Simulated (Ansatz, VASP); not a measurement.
## Two plane-wave programs on NbTe2Mo3

```
CELL_PARAMETERS angstrom
3.31859 0.00000 0.00000
0.00000 3.31859 0.00000
0.00000 0.00000 9.86289
ATOMIC_POSITIONS crystal
Nb 0.00000 0.00000 0.00000
Te 0.00000 0.00000 0.32806
Te 0.00000 0.00000 0.67194
Mo 0.50000 0.50000 0.16057
Mo 0.50000 0.50000 0.50000
Mo 0.50000 0.50000 0.83943
```

Change from the starting cell: species swapped into the Mg3HgAu2 type (P4/mmm, No. 123).

Alike in both runs: functional PBE; k mesh 5 × 5 × 2; occupations gaussian, width 0.2 eV; no spin polarisation.

Ansatz relaxed the structure, and its values are those at the end. VASP's run is a single point on that final structure, the one shown.

|  | VASP | Ansatz |
| --- | --- | --- |
| version | VASP 6.6.1 | Ansatz 0.2.0 |
| potentials or method | VASP PAW PBE potentials, release 64 (Nb_sv, Te, Mo_sv), cutoff 500 eV | scalar-relativistic, plane waves, PAW |
| valence electrons in the cell | 67 | 87 |

|  | VASP | Ansatz | Ansatz less VASP |
| --- | --- | --- | --- |
| gap on the k mesh at the Fermi level (eV) | none | none | - |
| pressure (GPa) | -0.3 | -0.3 | 0.00 |
| rms of the force components (eV/Å) | 0.012 | 0.012 | -0.0003 |

A gap of «none» marks a metal or a gap that the smearing closes. VASP's potentials hold 67 valence electrons a cell and Ansatz's 87, so a difference there can come from the potentials and not from the codes.

The k mesh is coarse, so the values compare programs but aren't converged. Spin-orbit coupling is off throughout.
